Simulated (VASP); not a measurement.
Wanted: the native input for a VASP 6.6.1 run.

| Quantity | Value |
| --- | --- |
| Task | single point |
| Functional | LDA |
| Potentials or basis | VASP PAW LDA potentials, release 64 (Sn_d, Se) |
| Cutoff | 520 eV |
| k mesh | 6 × 6 × 6 |
| Occupations | gaussian, width 0.01 eV |
| Spin | no spin polarisation |
| Dipole correction | no |
| Further INCAR settings | ALGO = Normal; EDIFF = 1e-06; NBANDS = 17 |

The structure of SnSe lies in POSCAR:

```
SnSe
1.0
    0.0000000000      3.0100000000      3.0100000000
    3.0100000000      0.0000000000      3.0100000000
    3.0100000000      3.0100000000      0.0000000000
Sn Se
1 1
Direct
    0.0000000000      0.0000000000      0.0000000000
    0.5000000000      0.5000000000      0.5000000000
```

These files were run (other wordings do the same):

INCAR

```
ALGO     = Normal         # electronic algorithm
EDIFF    = 1E-6           # SCF threshold, eV
ENCUT    = 520            # plane-wave cutoff, eV
ISIF     = 2              # what is computed and relaxed
ISMEAR   = 0              # smearing method
LASPH    = True           # aspherical terms in the spheres
LCHARG   = True           # write CHGCAR
LELF     = True           # ELF
LREAL    = False          # projectors in reciprocal space
LVHAR    = True         
LWAVE    = False          # write WAVECAR
NBANDS   = 17             # bands
NELM     = 60             # most SCF steps
PREC     = Accurate       # precision mode
SIGMA    = 0.01           # smearing width, eV
```

KPOINTS

```
k-points
0
Gamma
  6 6 6
```

Potentials or basis: VASP PAW LDA potentials, release 64 (Sn_d, Se).

Launch:

```console
$ cat potpaw_LDA.64/Sn_d/POTCAR potpaw_LDA.64/Se/POTCAR > POTCAR
$ mpirun -np 1 vasp_std > vasp.out
```

It gave:

```json
{
 "Pressure": "-3.6 GPa",
 "Band gap on the k mesh": "0.62 eV, direct"
}
```

Caveat: spin-orbit coupling is left out, which moves the levels of the heavy elements.

It took 8.1 s on 1 thread of Intel(R) Xeon(R) Platinum 8488C (Sapphire Rapids), on a shared host, peak memory 0.15 GiB.
